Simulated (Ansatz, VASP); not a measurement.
## AlIn2Sb3: VASP beside Ansatz

```xyz
6
Lattice="4.5924 0.0000 0.0000 0.0000 4.5924 0.0000 0.0000 0.0000 9.9928" Properties=species:S:1:pos:R:3 pbc="T T T"
Al    2.2962    2.2962    5.7451
In    0.0000    0.0000    3.5540
In    2.2962    2.2962    9.7714
Sb    2.2962    0.0000    7.3932
Sb    0.0000    2.2962    7.3932
Sb    2.2962    2.2962    3.1252
```

Alike in both runs: functional PBE; k mesh 4 × 4 × 4; occupations gaussian, width 0.1 eV; no spin polarisation.

Ansatz relaxed the structure, and its values are those at the end. VASP's run is a single point on that final structure, the one shown.

|  | VASP | Ansatz |
| --- | --- | --- |
| version | VASP 6.6.1 | Ansatz 0.2.0 |
| potentials or method | VASP PAW PBE potentials, release 64 (Al, In_d, Sb), cutoff 520 eV | scalar-relativistic, plane waves, PAW |
| valence electrons in the cell | 44 | 74 |

|  | VASP | Ansatz | Ansatz less VASP |
| --- | --- | --- | --- |
| gap on the k mesh at the Fermi level (eV) | none | none | - |
| pressure (GPa) | 0.2 | 0.2 | -0.02 |
| rms of the force components (eV/Å) | 0.017 | 0.012 | -0.0050 |

A gap of «none» marks a metal or a gap that the smearing closes. The functional is the same, so the differences come from potentials, cutoffs and numerics. VASP's potentials hold 44 valence electrons a cell and Ansatz's 74, so a difference there can come from the potentials and not from the codes.

Neither program's run includes spin-orbit coupling.
